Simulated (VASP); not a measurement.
A run of VASP 6.6.1:

Contents of POSCAR:

```
BP
1.0
    2.8465018389      0.0000000000      0.0000000000
   -1.4232509195      2.4651429044      0.0000000000
    0.0000000000      0.0000000000      7.8241410264
B P
2 2
Direct
    0.3333333333      0.6666666667      0.2500000000
    0.6666666667      0.3333333333      0.7500000000
    0.3333333333      0.6666666667      0.7500000000
    0.6666666667      0.3333333333      0.2500000000
```

INCAR.step1

```
SYSTEM = BP
PREC     = Accurate       ! precision mode
ENCUT    = 600            ! plane-wave cutoff, eV
ISMEAR   = 0              ! smearing method
SIGMA    = 0.1            ! smearing width, eV
LREAL    = .False.        ! projectors in reciprocal space
LASPH    = .True.         ! aspherical terms in the spheres
NELM     = 100            ! most SCF steps
GGA      = PE             ! functional
ALGO     = Normal         ! electronic algorithm
EDIFF    = 1E-4           ! SCF threshold, eV
LWAVE    = .True.         ! write WAVECAR
LCHARG   = .False.        ! write CHGCAR
```

File INCAR.step2:

```
SYSTEM = BP
PREC     = Accurate       ! precision mode
ENCUT    = 600            ! plane-wave cutoff, eV
EDIFF    = 1E-7           ! SCF threshold, eV
ISMEAR   = 0              ! smearing method
SIGMA    = 0.1            ! smearing width, eV
LREAL    = .False.        ! projectors in reciprocal space
LASPH    = .True.         ! aspherical terms in the spheres
NELM     = 100            ! most SCF steps
ALGO     = Normal         ! electronic algorithm
ISIF     = 3              ! what is computed and relaxed
LWAVE    = .False.        ! write WAVECAR
LCHARG   = .False.        ! write CHGCAR
METAGGA  = R2SCAN         ! meta-GGA
LMIXTAU  = .True.       
IBRION   = 2              ! ionic algorithm
NSW      = 80             ! ionic steps
EDIFFG   = -0.05          ! ionic threshold
ISTART   = 1
```

The input KPOINTS:

```
regular mesh
0
Gamma
  12 12 4
  0 0 0
```

Potentials or basis: VASP PAW PBE potentials, release 64 (B, P).

Command:

```console
$ cat potpaw_PBE.64/B/POTCAR potpaw_PBE.64/P/POTCAR > POTCAR
$ cp INCAR.step1 INCAR
$ mpirun -np 1 vasp_std > vasp.out
$ cp INCAR.step2 INCAR
$ mpirun -np 1 vasp_std > vasp.out
```

Hardware: 1 thread of Intel Xeon 8259CL (shared host).

Problem. Estimate the wall time of this run.

Solution. It took 29 min on 1 thread of Intel Xeon 8259CL, with other jobs on the host, peak memory 0.23 GiB. Counts: k points 57, ion steps 11.
